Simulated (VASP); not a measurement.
# PbF2 (Fm-3m) in VASP: a series of runs

The runs below take PbF2 through single point, with PBEsol.

All numbers are computed with VASP 6.6.1; they aren't measurements. Logs are shortened: lines on timing, memory, paths and dates and some standing lists are left out, and cuts for length are marked.

## (1) The cell of the first run

Symmetry: Fm-3m, No. 225, cubic system. Conventional cell: a = 5.808 Å, b = 5.808 Å, c = 5.808 Å, α = 90.00°, β = 90.00°, γ = 90.00°. Pb (site symmetry m-3m) has 8 F at 2.51 Å within 3.3 Å. Within 3.3 Å of F (site symmetry -43m) lie 4 Pb at 2.51 Å and 6 F at 2.90 Å.

## (2) Single point, PBEsol

INCAR

```
SYSTEM = PbF2
PREC = Accurate
ENCUT = 520
EDIFF = 1E-6
ISMEAR = 0
SIGMA = 0.01
LREAL = .FALSE.
LASPH = .TRUE.
NELM = 80
ALGO = Normal
ISIF = 2
LWAVE = .FALSE.
LCHARG = .FALSE.
GGA = PS
NBANDS = 21
```

KPOINTS

```
Automatic mesh
0
G
  8 8 8
  0 0 0
```

POSCAR

```
PbF2
1.0
    2.9037602326      2.9037602326      0.0000000000
   -2.9037602326      2.9037602326      0.0000000000
    0.0000000000      2.9037602326      2.9037602326
Pb F
1 2
Direct
    0.0000000000      0.0000000000      0.0000000000
    0.2500000000      0.7500000000      0.5000000000
    0.7500000000      0.2500000000      0.5000000000
```

Potentials or basis: VASP PAW PBE potentials, release 64 (Pb_d, F).

On the command line:

```bash
> cat potpaw_PBE.64/Pb_d/POTCAR potpaw_PBE.64/F/POTCAR > POTCAR
> mpirun -np 1 vasp_std > vasp.out
```

OUTCAR:

```text
SYSTEM = PbF2
   PREC = Accurate
   ENCUT = 520
   EDIFF = 1E-6
   ISMEAR = 0
   LREAL = .FALSE.
   LASPH = .TRUE.
   NELM = 80
   ISIF = 2
   GGA = PS

 ion  position               nearest neighbor table
   1  0.000  0.000  0.000-   3 2.51   2 2.51   2 2.51   3 2.51   2 2.51   3 2.51   3 2.51   2 2.51

   2  0.250  0.750  0.500-   1 2.51   1 2.51   1 2.51   1 2.51
   3  0.750  0.250  0.500-   1 2.51   1 2.51   1 2.51   1 2.51

  LATTYP: Found a face centered cubic cell.
 ALAT       =     5.8075204652

  Lattice vectors:

 A1 = (   0.0000000000,   2.9037602326,   2.9037602326)
 A2 = (   2.9037602326,   0.0000000000,   2.9037602326)
 A3 = (   2.9037602326,   2.9037602326,   0.0000000000)

Analysis of symmetry for initial positions (statically):
=====================================================================
 Subroutine PRICEL returns:
 Original cell was already a primitive cell.

 Routine SETGRP: Setting up the symmetry group for a
 face centered cubic supercell.

 Subroutine GETGRP returns: Found 48 space group operations
 (whereof 48 operations were pure point group operations)
 out of a pool of 48 trial point group operations.

The static configuration has the point symmetry O_h .

Analysis of symmetry for dynamics (positions and initial velocities):
=====================================================================
 Subroutine PRICEL returns:
 Original cell was already a primitive cell.

 Routine SETGRP: Setting up the symmetry group for a
 face centered cubic supercell.

 Subroutine GETGRP returns: Found 48 space group operations
 (whereof 48 operations were pure point group operations)
 out of a pool of 48 trial point group operations.

The dynamic configuration has the point symmetry O_h .

 Subroutine INISYM returns: Found 48 space group operations
 (whereof 48 operations are pure point group operations),
 and found     1 'primitive' translations

----------------------------------------------------------------------------------------

                                     Primitive cell

  volume of cell :      48.9680

  direct lattice vectors                    reciprocal lattice vectors
     2.903760233  2.903760233  0.000000000     0.172190525  0.172190525 -0.172190525
    -2.903760233  2.903760233  0.000000000    -0.172190525  0.172190525 -0.172190525
     0.000000000  2.903760233  2.903760233     0.000000000  0.000000000  0.344381051

  length of vectors
     4.106537103  4.106537103  4.106537103     0.298242739  0.298242739  0.344381051

  position of ions in fractional coordinates (direct lattice)
     0.000000000  0.000000000  0.000000000
     0.250000000  0.750000000  0.500000000
     0.750000000  0.250000000  0.500000000

  ion indices of the primitive-cell ions
   primitive index   ion index
                 1           1
                 2           2
                 3           3

----------------------------------------------------------------------------------------

 KPOINTS: Automatic mesh

Automatic generation of k-mesh.
 Grid dimensions read from file:
 generate k-points for:    8    8    8

 Generating k-lattice:

  Cartesian coordinates                     Fractional coordinates (reciprocal lattice)
     0.021523816  0.021523816 -0.021523816     0.125000000  0.000000000  0.000000000
    -0.021523816  0.021523816 -0.021523816     0.000000000  0.125000000  0.000000000
     0.000000000  0.000000000  0.043047631     0.000000000  0.000000000  0.125000000

  Length of vectors
     0.037280342  0.037280342  0.043047631

  Shift w.r.t. Gamma in fractional coordinates (k-lattice)
     0.000000000  0.000000000  0.000000000

 Subroutine IBZKPT returns following result:
 ===========================================

 Found     29 irreducible k-points:

 Following reciprocal coordinates:
            Coordinates               Weight
  0.000000  0.000000  0.000000      1.000000
  0.125000  0.000000  0.000000      8.000000
  0.250000  0.000000  0.000000      8.000000
  0.375000  0.000000  0.000000      8.000000
  0.500000  0.000000  0.000000      4.000000
  0.125000  0.125000  0.000000     12.000000
[... 16 lines left out ...]
  0.375000  0.250000  0.125000     48.000000
  0.500000  0.250000  0.125000     24.000000
 [... further k-points ...]
   k-points           NKPTS =     29   k-points in BZ     NKDIM =     29   number of bands    NBANDS=     21
   number of dos      NEDOS =    301   number of ions     NIONS =      3
   total plane-waves  NPLWV =  32768
   dimension x,y,z NGX =    32 NGY =   32 NGZ =   32
   dimension x,y,z NGXF=    64 NGYF=   64 NGZF=   64
   ions per type =               1   2
   NGX,Y,Z   is equivalent  to a cutoff of  12.95, 12.95, 12.95 a.u.
   NGXF,Y,Z  is equivalent  to a cutoff of  25.91, 25.91, 25.91 a.u.
 SYSTEM =  PbF2
   PREC   = accura    normal or accurate (medium, high low for compatibility)
   ISTART =      0    job   : 0-new  1-cont  2-samecut
   ICHARG =      2    charge: 1-file 2-atom 10-const
[... 80 lines left out ...]
      6     -11.8451      2.00000
[... 13 lines left out ...]
     20      17.1945      0.00000
     21      19.5840      0.00000

 k-point     3 :       0.2500    0.0000    0.0000
  band No.  band energies     occupation
      1     -18.8517      2.00000
      2     -18.3466      2.00000
      3     -11.9172      2.00000
      4     -11.9172      2.00000
      5     -11.8396      2.00000
      6     -11.8396      2.00000
[... 13 lines left out ...]
     20      16.6256      0.00000
     21      18.3371      0.00000

 k-point     4 :       0.3750    0.0000    0.0000
  band No.  band energies     occupation
      1     -18.7277      2.00000
      2     -18.4569      2.00000
      3     -11.9117      2.00000
      4     -11.9117      2.00000
      5     -11.8240      2.00000
      6     -11.8240      2.00000
[... 13 lines left out ...]
     20      16.3086      0.00000
     21      17.3495      0.00000

 k-point     5 :       0.5000    0.0000    0.0000
  band No.  band energies     occupation
      1     -18.6356      2.00000
      2     -18.5418      2.00000
      3     -11.9118      2.00000
      4     -11.9118      2.00000
      5     -11.8150      2.00000
      6     -11.8150      2.00000
[... 13 lines left out ...]
     20      16.2227      0.00000
     21      16.9935      0.00000

 k-point     6 :       0.1250    0.1250    0.0000
  band No.  band energies     occupation
      1     -18.8924      2.00000
      2     -18.3096      2.00000
      3     -11.9216      2.00000
      4     -11.9117      2.00000
      5     -11.8506      2.00000
      6     -11.8442      2.00000
[... 13 lines left out ...]
     20      17.0780      0.00000
     21      19.8209      0.00000

 k-point     7 :       0.2500    0.1250    0.0000
  band No.  band energies     occupation
      1     -18.7893      2.00000
      2     -18.4005      2.00000
      3     -11.9042      2.00000
      4     -11.8958      2.00000
      5     -11.8472      2.00000
      6     -11.8217      2.00000
[... 13 lines left out ...]
     20      17.2674      0.00000
     21      18.9929      0.00000
[... 291 lines left out ...]
      1     -18.6922      2.00000
      2     -18.4731      2.00000
      3     -11.8881      2.00000
      4     -11.8393      2.00000
      5     -11.8393      2.00000
      6     -11.8179      2.00000
[... 13 lines left out ...]
     20      18.6656      0.00000
     21      19.9513      0.00000

 k-point    21 :       0.5000    0.5000    0.0000
  band No.  band energies     occupation
      1     -18.6383      2.00000
      2     -18.5132      2.00000
      3     -11.8967      2.00000
      4     -11.8210      2.00000
      5     -11.8210      2.00000
      6     -11.8132      2.00000
[... 13 lines left out ...]
     20      18.9851      0.00000
     21      19.8550      0.00000

 k-point    22 :       0.2500    0.2500    0.1250
  band No.  band energies     occupation
      1     -18.7827      2.00000
      2     -18.4040      2.00000
      3     -11.8873      2.00000
      4     -11.8839      2.00000
      5     -11.8563      2.00000
      6     -11.8201      2.00000
[... 13 lines left out ...]
     20      18.0715      0.00000
     21      18.8683      0.00000

 k-point    23 :       0.3750    0.2500    0.1250
  band No.  band energies     occupation
      1     -18.6834      2.00000
      2     -18.4888      2.00000
      3     -11.8789      2.00000
      4     -11.8753      2.00000
      5     -11.8372      2.00000
      6     -11.7977      2.00000
[... 13 lines left out ...]
     20      18.6391      0.00000
     21      19.0894      0.00000

 k-point    24 :       0.5000    0.2500    0.1250
  band No.  band energies     occupation
      1     -18.6063      2.00000
      2     -18.5593      2.00000
      3     -11.8783      2.00000
      4     -11.8753      2.00000
      5     -11.8215      2.00000
      6     -11.7884      2.00000
[... 13 lines left out ...]
     20      18.8936      0.00000
     21      19.1776      0.00000

 [... further k-points ...]

------------------------ aborting loop because EDIFF is reached ----------------------------------------

  FORCE on cell =-STRESS in cart. coord.  units (eV):
  Direction    XX          YY          ZZ          XY          YZ          ZX
  --------------------------------------------------------------------------------------
  -------------------------------------------------------------------------------------
  Total        1.1519967      1.1519967      1.1519967     -0.0000000      0.0000000     -0.0000000
  in kB       37.6920341     37.6920341     37.6920341     -0.0000000      0.0000000     -0.0000000
  external PRESSURE =      37.6920341 kB  Pullay stress =       0.0000000 kB

 VOLUME and BASIS-vectors are now :
 -----------------------------------------------------------------------------
  energy-cutoff  :      520.00
  volume of cell :       48.97
      direct lattice vectors                 reciprocal lattice vectors
     2.903760233  2.903760233  0.000000000     0.172190525  0.172190525 -0.172190525
    -2.903760233  2.903760233  0.000000000    -0.172190525  0.172190525 -0.172190525
     0.000000000  2.903760233  2.903760233     0.000000000  0.000000000  0.344381051

 POSITION                                       TOTAL-FORCE (eV/Angst)
 -----------------------------------------------------------------------------------
      0.00000      0.00000      0.00000        -0.000000     -0.000000      0.000000
     -1.45188      4.35564      1.45188         0.000000      0.000000     -0.000000
      1.45188      4.35564      1.45188        -0.000000     -0.000000      0.000000
 -----------------------------------------------------------------------------------
    total drift:                               -0.000000     -0.000000     -0.000000

  FREE ENERGIE OF THE ION-ELECTRON SYSTEM (eV)
  ---------------------------------------------------
  free  energy   TOTEN  =       -14.9069918652 eV

  energy  without entropy=      -14.9069918652  energy(sigma->0) =      -14.90699187
```

It took 40 s on 1 thread of Intel Xeon 8259CL, shared host; peak memory 0.18 GiB.

Results:

| Property | Result |
| --- | --- |
| Free energy | -14.9070 eV |
| Pressure | 3.8 GPa |
| Band gap on the k mesh | 4.28 eV (least direct gap 4.44 eV) |

Levels at points of the mesh, in eV from the valence-band top:
```tsv
k point	band 10	band 11	band 12	band 13	band 14	band 15	band 16	band 17	band 18	band 19
(0.00, 0.00, 0.00)	-2.90	-2.90	-2.38	-2.38	-2.38	6.71	6.71	6.71	10.63	15.08
(0.50, 0.00, 0.00)	-3.17	-3.17	-2.55	-2.55	-0.06	4.90	7.76	7.76	13.15	13.70
(0.50, 0.50, 0.00)	-4.14	-1.92	-1.90	-1.90	-0.16	4.28	8.03	8.03	8.65	14.29
```

Caveat: the cell stands under pressure; the PAW data sets were made with another functional, which shifts forces and pressure a little; spin-orbit coupling is left out, which moves the levels of the heavy elements. As with any semilocal functional, this PBEsol gap is likely too small.

## (3) Single point, PBEsol

This run uses another cell than the first one, of 16.69 Å³/atom.

INCAR

```
SYSTEM = PbF2
ALGO = Normal
EDIFF = 1E-7
ENCUT = 520
GGA = PS
ISIF = 2
ISMEAR = 0
LASPH = .True.
LCHARG = .False.
LREAL = .False.
LWAVE = .False.
NBANDS = 21
NELM = 60
PREC = Accurate
SIGMA = 0.01
```

KPOINTS

```
k-points
0
Gamma
  8 8 8
  0 0 0
```

POSCAR

```
PbF2
1.0
    2.9251613592      2.9251613592      0.0000000000
   -2.9251613592      2.9251613592      0.0000000000
    0.0000000000      2.9251613592      2.9251613592
Pb F
1 2
Direct
    0.0000000000      0.0000000000      0.0000000000
    0.2500000000      0.7500000000      0.5000000000
    0.7500000000      0.2500000000      0.5000000000
```

Potentials or basis: VASP PAW PBE potentials, release 64 (Pb_d, F).

On the command line:

```bash
> cat potpaw_PBE.64/Pb_d/POTCAR potpaw_PBE.64/F/POTCAR > POTCAR
> mpirun -np 1 vasp_std > vasp.out
```

Run time: 48 s. Hardware: 1 thread of Intel Xeon 8259CL, shared host; peak memory 0.19 GiB.

Results (log left out):

| Item | Value |
| --- | --- |
| Free energy | -14.9281 eV |
| Pressure | 1.8 GPa |
| Band gap on the k mesh | 4.29 eV (least direct gap 4.45 eV) |

Levels at points of the mesh, in eV from the valence-band top:
```tsv
k point	band 11	band 12	band 13	band 14	band 15	band 16	band 17	band 18
(0.00, 0.00, 0.00)	-2.74	-2.23	-2.23	-2.23	6.70	6.70	6.70	10.59
(0.50, 0.00, 0.00)	-2.99	-2.40	-2.40	-0.05	4.92	7.70	7.70	13.13
(0.50, 0.50, 0.00)	-1.78	-1.77	-1.77	-0.16	4.29	7.96	7.96	8.71
```

Caveat: the PAW data sets were made with another functional, which shifts forces and pressure a little; spin-orbit coupling is left out, which moves the levels of the heavy elements. A k mesh can miss the band edges.

## (4) Single point, PBEsol

This run uses another cell than the first one, of 17.10 Å³/atom.

INCAR

```
PREC = Accurate ; ENCUT = 520
EDIFF = 1E-6 ; ISMEAR = 0
SIGMA = 0.01 ; LREAL = F
LASPH = T ; NELM = 60
ALGO = Normal ; ISIF = 2
LWAVE = F ; LCHARG = F
GGA = PS ; NBANDS = 21
```

KPOINTS

```
regular mesh
0
Gamma
  8 8 8
```

POSCAR

```
PbF2
1.0
    2.9493365922      2.9493365922      0.0000000000
   -2.9493365922      2.9493365922      0.0000000000
    0.0000000000      2.9493365922      2.9493365922
Pb F
1 2
Direct
    0.0000000000      0.0000000000      0.0000000000
    0.2500000000      0.7500000000      0.5000000000
    0.7500000000      0.2500000000      0.5000000000
```

On the command line:

```bash
> cat potpaw_PBE.64/Pb_d/POTCAR potpaw_PBE.64/F/POTCAR > POTCAR
> mpirun -np 1 vasp_std > vasp.out
```

Run time: 40 s. Hardware: 1 thread of Intel Xeon 8259CL, shared host; peak memory 0.19 GiB.

It converged, with:

* Free energy: -14.9365 eV
* Pressure: -0.2 GPa
* Band gap on the k mesh: 4.30 eV (least direct gap 4.45 eV)

Levels at points of the mesh, in eV from the valence-band top:
| k point | band 12 | band 13 | band 14 | band 15 | band 16 | band 17 |
| --- | --- | --- | --- | --- | --- | --- |
| (0.00, 0.00, 0.00) | -2.07 | -2.07 | -2.07 | 6.69 | 6.69 | 6.69 |
| (0.50, 0.00, 0.00) | -2.24 | -2.24 | -0.03 | 4.93 | 7.63 | 7.63 |
| (0.50, 0.50, 0.00) | -1.63 | -1.63 | -0.15 | 4.30 | 7.88 | 7.88 |

Caveat: the PAW data sets were made with another functional, which shifts forces and pressure a little; spin-orbit coupling is left out, which moves the levels of the heavy elements. A k mesh can miss the band edges.

## (5) Single point, PBEsol

This run uses another cell than the first one, of 17.58 Å³/atom.

INCAR

```
  ALGO = Normal
  EDIFF = 1E-6
  ENCUT = 520
  GGA = PS
  ISIF = 2
  ISMEAR = 0
  LASPH = True
  LCHARG = False
  LREAL = False
  LWAVE = False
  NBANDS = 21
  NELM = 80
  PREC = Accurate
  SIGMA = 0.01
```

KPOINTS

```
k-points
0
Gamma
  8 8 8
```

POSCAR

```
PbF2
1.0
    2.9766207893      2.9766207893      0.0000000000
   -2.9766207893      2.9766207893      0.0000000000
    0.0000000000      2.9766207893      2.9766207893
Pb F
1 2
Direct
    0.0000000000      0.0000000000      0.0000000000
    0.2500000000      0.7500000000      0.5000000000
    0.7500000000      0.2500000000      0.5000000000
```

On the command line:

```bash
> cat potpaw_PBE.64/Pb_d/POTCAR potpaw_PBE.64/F/POTCAR > POTCAR
> mpirun -np 1 vasp_std > vasp.out
```

It took 37 s on 1 thread of Intel Xeon 8259CL, shared host; peak memory 0.19 GiB.

It converged, with:

```
Free energy            : -14.9283 eV
Pressure               : -2.2 GPa
Band gap on the k mesh : 4.31 eV (least direct gap 4.46 eV)
```

Levels at points of the mesh, in eV from the valence-band top:
| k point | band 11 | band 12 | band 13 | band 14 | band 15 | band 16 | band 17 | band 18 |
| --- | --- | --- | --- | --- | --- | --- | --- | --- |
| (0.00, 0.00, 0.00) | -2.39 | -1.89 | -1.89 | -1.89 | 6.66 | 6.66 | 6.66 | 10.48 |
| (0.50, 0.00, 0.00) | -2.60 | -2.06 | -2.06 | -0.02 | 4.94 | 7.54 | 7.54 | 13.07 |
| (0.50, 0.50, 0.00) | -1.47 | -1.47 | -1.47 | -0.15 | 4.31 | 7.78 | 7.78 | 8.86 |

Caveat: the PAW data sets were made with another functional, which shifts forces and pressure a little; spin-orbit coupling is left out, which moves the levels of the heavy elements.

## (6) Summary

| cell | gap on the mesh (eV) | pressure (GPa) |
| --- | --- | --- |
| a = 4.107 Å, angles 60.0, 60.0, 90.0°, 3 atoms | 4.28 | 3.8 |
| a = 4.137 Å, angles 60.0, 60.0, 90.0°, 3 atoms | 4.29 | 1.8 |
| a = 4.171 Å, angles 60.0, 60.0, 90.0°, 3 atoms | 4.30 | -0.2 |
| a = 4.210 Å, angles 60.0, 60.0, 90.0°, 3 atoms | 4.31 | -2.2 |

Alike in all rows: task single point; level PBEsol; potentials or basis VASP PAW PBE potentials, release 64 (Pb_d, F); no spin polarisation; k mesh 8 × 8 × 8; cutoff (eV) 520; smearing gaussian 0.01 eV.

Caveats: the PAW data sets were made with another functional, which shifts forces and pressure a little; spin-orbit coupling is left out, which moves the levels of the heavy elements; the cell stands under pressure (at least some runs).

Absolute energies hang on the potentials; compare differences alone.
